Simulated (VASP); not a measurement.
# Au in VASP: a series of runs

Runs on Au. Level: LDA. Tasks: vibrations by perturbation theory.

Everything below comes from runs of VASP 6.6.1. Logs are shortened: lines on timing, memory, paths and dates and some standing lists are left out, and cuts for length are marked.

**1. The cell of the first run**

It takes space group P6_3/mmc (No. 194, hexagonal). The conventional cell has a = 2.797 Å, b = 2.797 Å, c = 4.679 Å, α = 90.00°, β = 90.00°, γ = 120.00°. Within 3.7 Å of Au (site symmetry -6m2) lie 12 Au at 2.80 to 2.84 Å.

This isn't the form of Au at room conditions, which is fcc.

**2. Vibrations by perturbation theory, LDA**

Input file INCAR:

```
ALGO = Normal ; EDIFF = 1E-8
ENCUT = 520 ; IBRION = 8
ISIF = 2 ; ISMEAR = -1
LASPH = T ; LCHARG = F
LREAL = F ; LWAVE = F
NELM = 100 ; NSW = 1
PREC = Accurate ; SIGMA = 0.15
```

Input file KPOINTS:

```
k-points
0
Gamma
  18 18 10
```

Input file POSCAR:

```
Au
1.0
    1.3986073045     -2.4224589112      0.0000000000
    1.3986073045      2.4224589112      0.0000000000
    0.0000000000      0.0000000000      4.6787146950
Au
2
Direct
    0.6666666667      0.3333333333      0.2500000000
    0.3333333333      0.6666666667      0.7500000000
```

Potentials or basis: VASP PAW LDA potentials, release 64 (Au).

The run is started by

```console
cat potpaw_LDA.64/Au/POTCAR > POTCAR
mpirun -np 1 vasp_std > vasp.out
```

OUTCAR:

```text
EDIFF = 1E-8
   ENCUT = 520
   IBRION = 8
   ISIF = 2
   ISMEAR = -1
   LASPH = T
   LREAL = F
   NELM = 100
   NSW = 1
   PREC = Accurate

 ion  position               nearest neighbor table
   1  0.667  0.333  0.250-   2 2.84   2 2.84   2 2.84   2 2.84   2 2.84   2 2.84
   2  0.333  0.667  0.750-   1 2.84   1 2.84   1 2.84   1 2.84   1 2.84   1 2.84

  LATTYP: Found a hexagonal cell.
 ALAT       =     2.7972146090
 C/A-ratio  =     1.6726334404

  Lattice vectors:

 A1 = (   1.3986073045,  -2.4224589112,   0.0000000000)
 A2 = (   1.3986073045,   2.4224589112,   0.0000000000)
 A3 = (   0.0000000000,   0.0000000000,   4.6787146950)

Analysis of symmetry for initial positions (statically):
=====================================================================
 Subroutine PRICEL returns:
 Original cell was already a primitive cell.

 Routine SETGRP: Setting up the symmetry group for a
 hexagonal supercell.

 Subroutine GETGRP returns: Found 24 space group operations
 (whereof 12 operations were pure point group operations)
 out of a pool of 24 trial point group operations.

The static configuration has the point symmetry D_3d.
 The point group associated with its full space group is D_6h.

Analysis of symmetry for dynamics (positions and initial velocities):
=====================================================================
 Subroutine PRICEL returns:
 Original cell was already a primitive cell.

 Routine SETGRP: Setting up the symmetry group for a
 hexagonal supercell.

 Subroutine GETGRP returns: Found 24 space group operations
 (whereof 12 operations were pure point group operations)
 out of a pool of 24 trial point group operations.

The dynamic configuration has the point symmetry D_3d.
 The point group associated with its full space group is D_6h.

 Subroutine INISYM returns: Found 24 space group operations
 (whereof 12 operations are pure point group operations),
 and found     1 'primitive' translations

----------------------------------------------------------------------------------------

                                     Primitive cell

  volume of cell :      31.7036

  direct lattice vectors                    reciprocal lattice vectors
     1.398607305 -2.422458911  0.000000000     0.357498490 -0.206401850  0.000000000
     1.398607305  2.422458911  0.000000000     0.357498490  0.206401850  0.000000000
     0.000000000  0.000000000  4.678714695     0.000000000  0.000000000  0.213733913

  length of vectors
     2.797214609  2.797214609  4.678714695     0.412803699  0.412803699  0.213733913

  position of ions in fractional coordinates (direct lattice)
     0.666666667  0.333333333  0.250000000
     0.333333333  0.666666667  0.750000000

  ion indices of the primitive-cell ions
   primitive index   ion index
                 1           1
                 2           2

----------------------------------------------------------------------------------------

 KPOINTS: k-points

Automatic generation of k-mesh.
 Grid dimensions read from file:
 generate k-points for:   18   18   10

 Generating k-lattice:

  Cartesian coordinates                     Fractional coordinates (reciprocal lattice)
     0.019861027 -0.011466769  0.000000000     0.055555556 -0.000000000  0.000000000
     0.019861027  0.011466769  0.000000000    -0.000000000  0.055555556  0.000000000
     0.000000000  0.000000000  0.021373391     0.000000000  0.000000000  0.100000000

  Length of vectors
     0.022933539  0.022933539  0.021373391

[... 88 lines left out ...]
 NGX is ok and might be reduce to    24
   NGX = 11   NGY = 11   NGZ = 17

--------------------------------------- Ionic step        1  -------------------------------------------

 number of electron      22.0000000 magnetization

 Free energy of the ion-electron system (eV)
  ---------------------------------------------------
  ext. energy  EPLUGINS =         0.00000000
  ---------------------------------------------------
  free energy    TOTEN  =        -8.84650938 eV

  energy without entropy =       -8.80156977  energy(sigma->0) =       -8.82403958

 E-fermi :  10.5382     XC(G=0): -13.4060

 val. band max:       10.5284898710   @ k =   0.5000   0.0000   0.2000
 cond. band min:      10.5474045116   @ k =   0.3889   0.1111   0.3000
 fundamental gap:      0.0189146406
 Fermi energy:        10.5381661548

 k-point     1 :       0.0000    0.0000    0.0000
  band No.  band energies     occupation
      1      -0.1470      2.00000
      2       2.4260      2.00000
      3       5.2526      2.00000
      4       5.5467      2.00000
      5       5.5467      2.00000
      6       5.9125      2.00000
      7       5.9125      2.00000
      8       6.6860      2.00000
      9       6.6860      2.00000
     10       8.2763      2.00000
     11       8.2763      2.00000
     12       9.0283      1.99991
     13      13.6498      0.00000
     14      25.0104      0.00000
[... 401 lines left out ...]
      2       3.3148      2.00000
      3       3.6539      2.00000
      4       5.4410      2.00000
      5       5.7787      2.00000
      6       5.8481      2.00000
      7       6.1069      2.00000
      8       8.2155      2.00000
      9       8.4287      2.00000
     10       8.5552      2.00000
     11      10.4977      1.13416
     12      13.6438      0.00000
     13      16.1032      0.00000
     14      18.2213      0.00000
     15      18.7265      0.00000

 [... further k-points ...]

------------------------ aborting loop because EDIFF is reached ----------------------------------------

  FORCE on cell =-STRESS in cart. coord.  units (eV):
  Direction    XX          YY          ZZ          XY          YZ          ZX
  --------------------------------------------------------------------------------------
  -------------------------------------------------------------------------------------
  Total        2.1093532      2.1093532      2.0714474      0.0000000      0.0000000     -0.0000000
  in kB      106.5985056    106.5985056    104.6828922      0.0000000      0.0000000     -0.0000000
  external PRESSURE =     105.9599678 kB  Pullay stress =       0.0000000 kB

 VOLUME and BASIS-vectors are now :
 -----------------------------------------------------------------------------
  energy-cutoff  :      520.00
  volume of cell :       31.70
      direct lattice vectors                 reciprocal lattice vectors
     1.398607305 -2.422458911  0.000000000     0.357498490 -0.206401850  0.000000000
     1.398607305  2.422458911  0.000000000     0.357498490  0.206401850  0.000000000
     0.000000000  0.000000000  4.678714695     0.000000000  0.000000000  0.213733913

 POSITION                                       TOTAL-FORCE (eV/Angst)
 -----------------------------------------------------------------------------------
      1.39861     -0.80749      1.16968         0.000000      0.000000      0.000000
      1.39861      0.80749      3.50904         0.000000     -0.000000      0.000000
 -----------------------------------------------------------------------------------
    total drift:                               -0.000000      0.000000     -0.000000

  FREE ENERGIE OF THE ION-ELECTRON SYSTEM (eV)
  ---------------------------------------------------
  free  energy   TOTEN  =        -8.8465093780 eV

  energy  without entropy=       -8.8015697741  energy(sigma->0) =       -8.82403958

[... ionic steps 2 to 3 ...]

--------------------------------------- Ionic step        4  -------------------------------------------

------------------------ aborting loop because EDIFF is reached ----------------------------------------

[... ionic steps 5 to 5 ...]

--------------------------------------- Ionic step        6  -------------------------------------------

 Free energy of the ion-electron system (eV)
  ---------------------------------------------------
  ---------------------------------------------------
  free energy    TOTEN  =        -0.31511007 eV

  energy without entropy =       -0.31511007

------------------------ aborting loop because EDIFF is reached ----------------------------------------

 INTERNAL STRAIN TENSOR  FOR ION    1  DIRECTION 3   (eV/Angst):
 -----------------------------------------------------------------------------
    -0.01760  0.00000  0.00000
     0.00000 -0.01760 -0.00000
     0.00000  0.00000  0.04523

 INTERNAL STRAIN TENSOR FOR ION    2 for displacements in x,y,z  (eV/Angst):
          X           Y           Z          XY          YZ          ZX
  --------------------------------------------------------------------------------
  x     0.00000     0.00000    -0.00000     1.00194     0.00000     0.00000
  y     1.00194    -1.00194     0.00000     0.00000     0.00000     0.00000
  z    -0.00000     0.00000    -0.00000     0.00000    -0.00000     0.00000

 SECOND DERIVATIVES (NOT SYMMETRIZED)
 ------------------------------------
               1X          1Y          1Z          2X          2Y          2Z
  1X    -0.869260    0.000000    0.000000    0.869260    0.000000    0.000000
  1Y     0.000000   -0.869260    0.000000    0.000000    0.869260    0.000000
  1Z     0.000000   -0.000000  -11.140308    0.000000    0.000000   11.140308
  2X     0.869260    0.000000    0.000000   -0.869260    0.000000    0.000000
  2Y     0.000000    0.869260    0.000000    0.000000   -0.869260    0.000000
  2Z     0.000000    0.000000   11.140308    0.000000   -0.000000  -11.140308

 Eigenvectors and eigenvalues of the dynamical matrix
 ----------------------------------------------------

   1 f  =    5.257977 THz    33.036844 2PiTHz  175.387237 cm-1    21.745236 meV
             X         Y         Z           dx          dy          dz
      1.398607 -0.807486  1.169679     0.000000    0.000000    0.707107
      1.398607  0.807486  3.509036     0.000000    0.000000   -0.707107
[... 21 lines left out ...]
   6 f  =    0.000000 THz     0.000000 2PiTHz    0.000000 cm-1     0.000000 meV
             X         Y         Z           dx          dy          dz
      1.398607 -0.807486  1.169679     0.000000    0.000000    0.707107
      1.398607  0.807486  3.509036     0.000000    0.000000    0.707107

--------------------------------------------------------------------------------------------------------

 ELASTIC MODULI CONTR FROM IONIC RELAXATION (kBar)
 Direction    XX          YY          ZZ          XY          YZ          ZX
 --------------------------------------------------------------------------------
 XX         -58.3631     58.3631     -0.0000      0.0000     -0.0000      0.0000
 YY          58.3631    -58.3631      0.0000     -0.0000      0.0000      0.0000
 ZZ          -0.0000      0.0000     -0.0000      0.0000     -0.0000      0.0000
 XY           0.0000     -0.0000      0.0000    -58.3631      0.0000      0.0000
 YZ          -0.0000      0.0000     -0.0000     -0.0000     -0.0000      0.0000
 ZX           0.0000      0.0000      0.0000      0.0000      0.0000      0.0000
 --------------------------------------------------------------------------------
```

Run time: 9.1 min. Hardware: 1 thread of Intel Xeon Platinum 8259CL at 2.50GHz (Skylake/Cascade Lake), shared host; peak memory 0.9 GiB.

Results:

* Highest phonon frequency at Γ: 175 cm⁻¹

Phonon frequencies in cm⁻¹ (negative: imaginary):
```tsv
q point	frequencies
(0.000, 0.000, 0.000)	0 0 0 49 49 175
```

Caveat: the cell stands under pressure or tension, which shifts response properties; spin-orbit coupling is left out, which moves the levels of the heavy elements.

**3. Vibrations by perturbation theory, LDA**

This run uses another cell than the first one, of 16.60 Å³/atom.

Input file INCAR:

```
SYSTEM = Au
PREC = Accurate
ENCUT = 520
EDIFF = 1E-8
ISMEAR = -1
SIGMA = 0.15
LREAL = .FALSE.
LASPH = .TRUE.
NELM = 60
ALGO = Normal
ISIF = 2
LWAVE = .FALSE.
LCHARG = .TRUE.
GGA = CA
NBANDS = 18
IBRION = 8
NSW = 1
```

Input file KPOINTS:

```
regular mesh
0
G
  18 18 10
  0 0 0
```

Input file POSCAR:

```
Au
1.0
    1.4183127398     -2.4571514071      0.0000000000
    1.4183127398      2.4571514071      0.0000000000
    0.0000000000      0.0000000000      4.7619669876
Au
2
Direct
    0.6665992179      0.3334007821      0.2500000000
    0.3334007821      0.6665992179      0.7500000000
```

Potentials or basis: VASP PAW LDA potentials, release 64 (Au).

The run is started by

```console
cat potpaw_LDA.64/Au/POTCAR > POTCAR
mpirun -np 1 vasp_std > vasp.out
```

OUTCAR:

```text
SYSTEM = Au
   PREC = Accurate
   ENCUT = 520
   EDIFF = 1E-8
   ISMEAR = -1
   LREAL = .FALSE.
   LASPH = .TRUE.
   NELM = 60
   ISIF = 2
   GGA = CA
   IBRION = 8
   NSW = 1

 ion  position               nearest neighbor table
   1  0.667  0.333  0.250-   2 2.89   2 2.89   2 2.89   2 2.89   2 2.89   2 2.89
   2  0.333  0.667  0.750-   1 2.89   1 2.89   1 2.89   1 2.89   1 2.89   1 2.89

  LATTYP: Found a base centered orthorhombic cell.
 ALAT       =     2.8366254796
 B/A-ratio  =     1.7324468279
 C/A-ratio  =     1.6787436416

  Lattice vectors:

 A1 = (   1.4183127398,  -2.4571514071,   0.0000000000)
 A2 = (   1.4183127398,   2.4571514071,   0.0000000000)
 A3 = (   0.0000000000,   0.0000000000,   4.7619669876)

Analysis of symmetry for initial positions (statically):
=====================================================================
 Subroutine PRICEL returns:
[... 743 lines left out ...]
    -0.00831  0.00000  0.00000
     0.00000 -0.00911  0.00257
     0.00000  0.00250  0.02664

 INTERNAL STRAIN TENSOR FOR ION    2 for displacements in x,y,z  (eV/Angst):
          X           Y           Z          XY          YZ          ZX
  --------------------------------------------------------------------------------
  x     0.00000     0.00000     0.00000     0.58750     0.00000     0.00000
  y     0.59146    -0.59685    -0.00234     0.00000     0.00000     0.00000
  z     0.00000     0.00000     0.00000     0.00000    -0.00250     0.00000

 SECOND DERIVATIVES (NOT SYMMETRIZED)
 ------------------------------------
               1X          1Y          1Z          2X          2Y          2Z
  1X    -0.596449    0.000000    0.000000    0.596449    0.000000    0.000000
  1Y     0.000000   -0.601321    0.000000    0.000000    0.601321    0.000000
  1Z     0.000000    0.000000   -8.467420    0.000000   -0.000000    8.467420
  2X     0.596449    0.000000    0.000000   -0.596449    0.000000    0.000000
  2Y     0.000000    0.601321    0.000000    0.000000   -0.601321    0.000000
  2Z     0.000000   -0.000000    8.467420    0.000000    0.000000   -8.467420

 Eigenvectors and eigenvalues of the dynamical matrix
 ----------------------------------------------------

   1 f  =    4.584011 THz    28.802191 2PiTHz  152.906148 cm-1    18.957938 meV
             X         Y         Z           dx          dy          dz
      1.418313 -0.818719  1.190492     0.000000   -0.000000    0.707107
      1.418313  0.818719  3.571475     0.000000    0.000000   -0.707107
[... 16 lines left out ...]
   5 f  =    0.000000 THz     0.000000 2PiTHz    0.000000 cm-1     0.000000 meV
             X         Y         Z           dx          dy          dz
      1.418313 -0.818719  1.190492     0.707107    0.000000    0.000000
      1.418313  0.818719  3.571475     0.707107    0.000000    0.000000

   6 f/i=    0.000000 THz     0.000000 2PiTHz    0.000001 cm-1     0.000000 meV
             X         Y         Z           dx          dy          dz
      1.418313 -0.818719  1.190492     0.000000    0.371748   -0.601501
      1.418313  0.818719  3.571475     0.000000    0.371748   -0.601501

--------------------------------------------------------------------------------------------------------

 ELASTIC MODULI CONTR FROM IONIC RELAXATION (kBar)
 Direction    XX          YY          ZZ          XY          YZ          ZX
 --------------------------------------------------------------------------------
 XX         -28.0824     28.3384      0.1112      0.0000      0.0000      0.0000
 YY          28.3384    -28.5968     -0.1122      0.0000     -0.0000      0.0000
 ZZ           0.1112     -0.1122     -0.0004      0.0000     -0.0000      0.0000
 XY           0.0000      0.0000      0.0000    -27.9337      0.0000      0.0000
 YZ           0.0000     -0.0000     -0.0000      0.0000     -0.0000      0.0000
 ZX           0.0000      0.0000      0.0000      0.0000      0.0000      0.0000
 --------------------------------------------------------------------------------
```

OSZICAR:

```text
N       E                     dE             d eps       ncg     rms          rms(c)
DAV:   1     0.123158391368E+03    0.12316E+03   -0.11783E+04 19672   0.119E+03
DAV:   2    -0.740231534109E+01   -0.13056E+03   -0.12479E+03 20946   0.265E+02
DAV:   3    -0.955342044040E+01   -0.21511E+01   -0.21386E+01 23152   0.343E+01
DAV:   4    -0.956222492708E+01   -0.88045E-02   -0.88035E-02 21638   0.230E+00
[... 53 lines left out ...]
RMM:   9    -0.314955693029E+00    0.25705E-06   -0.42624E-08 56355   0.120E-04    0.404E-05
RMM:  10    -0.314955842803E+00   -0.14977E-06   -0.22233E-07 56761   0.467E-05    0.195E-05
RMM:  11    -0.314955941389E+00   -0.98585E-07   -0.20272E-07 55483   0.407E-05    0.509E-07
RMM:  12    -0.314955949628E+00   -0.82394E-08   -0.12861E-07 58145   0.169E-05    0.552E-07
RMM:  13    -0.314955946070E+00    0.35582E-08    0.25679E-09 45715   0.102E-05    0.523E-07
 Linear response finished
```

Wall time 51 min (1 thread of Oxide Virtual Turin-like, shared host); peak memory 1 GiB.

Results:

* Highest phonon frequency at Γ: 153 cm⁻¹

Phonon frequencies in cm⁻¹ (negative: imaginary):
```tsv
q point	frequencies
(0.000, 0.000, 0.000)	0 0 0 41 41 153
```

Caveat: spin-orbit coupling is left out, which moves the levels of the heavy elements.
